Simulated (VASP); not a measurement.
Ge2Sb2Te5:

```
Te Sb Ge
1.0
     6.83914   -3.06601    0.00000
     6.83914    3.06601    0.00000
    -6.83098    0.00000    6.84761
Te Sb Ge
5 2 2
Direct
  0.59470 0.59470 0.38643
  0.79529 0.79529 0.19611
  0.00832 0.00832 0.00643
  0.20652 0.20652 0.80980
  0.39996 0.39996 0.59712
  0.90171 0.90171 0.58787
  0.11187 0.11187 0.41735
  0.28429 0.28429 0.18783
  0.49734 0.49734 0.01104
```

Base run:

- Program: VASP 6.6.1
- Functional: BLYP
- Potentials or basis: VASP PAW PBE potentials, release 64 (Te, Sb, Ge_d)
- Cutoff: 520 eV
- k mesh: 5 × 5 × 4
- Occupations: fermi-dirac, width 0.05 eV
- Spin: no spin polarisation

Its results: band gap on the k mesh 0.28 eV (least direct gap 0.32 eV); pressure 3.8 GPa; largest force 0.265 eV/Å.

Problem. After a change of settings the same cell gave: band gap on the k mesh 0.25 eV (least direct gap 0.32 eV); pressure -3.4 GPa; largest force 0.227 eV/Å. Which change was it?
A. functional from BLYP to LDA; potentials or basis from VASP PAW PBE potentials, release 64 (Te, Sb, Ge_d) to VASP PAW LDA potentials, release 64 (Te, Sb, Ge_d)
B. functional from BLYP to RPBE; further incar settings from ALGO = Normal; EDIFF = 1e-06; NBANDS = 44 to ALGO = Normal; EDIFF = 1e-07; NBANDS = 44
C. functional from BLYP to PBE; occupations from fermi-dirac, width 0.05 eV to gaussian, width 0.014 eV

Solution. A.

Caveats: spin-orbit coupling is left out, which moves the levels of the heavy elements; an odd mesh through Γ misses points on the zone boundary, where band edges can lie; the cell stands under pressure (at least some runs); the PAW data sets were made with another functional, which shifts forces and pressure a little (at least some runs); the cell stands under tension (at least some runs).
